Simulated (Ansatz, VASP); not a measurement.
**MgO in VASP and in Ansatz**

```
Mg O
1.0
     2.63760    0.01425    0.01425
     0.01425    2.63760    0.01425
     0.01425    0.01425    2.63760
Mg O
1 1
Direct
  0.00000 0.00000 0.00000
  0.50000 0.50000 0.50000
```

Change from the starting cell: shear_111 strain +1.6%.

Alike in both runs: task single point; functional r2SCAN; k mesh 10 × 10 × 10; no spin polarisation.

|  | VASP | Ansatz |
| --- | --- | --- |
| version | VASP 6.6.1 | Ansatz 0.2.0 |
| potentials or method | VASP PAW PBE potentials, release 64 (Mg_sv, O) | plane waves, PAW |
| plane-wave cutoff (eV) | 750 | 500 |
| occupations | gaussian, width 0.01 eV | fixed |
| valence electrons in the cell | 16 | 16 |

|  | VASP | Ansatz | Ansatz less VASP |
| --- | --- | --- | --- |
| gap on the k mesh at the Fermi level (eV) | 3.37 | 3.34 | -0.036 |
| pressure (GPa) | -2.6 | -2.4 | +0.14 |
| traceless stress, the component that is largest in VASP (GPa) | 0.65 | 0.71 | +0.064 |

VASP's potentials were made for PBE, not for r2SCAN.
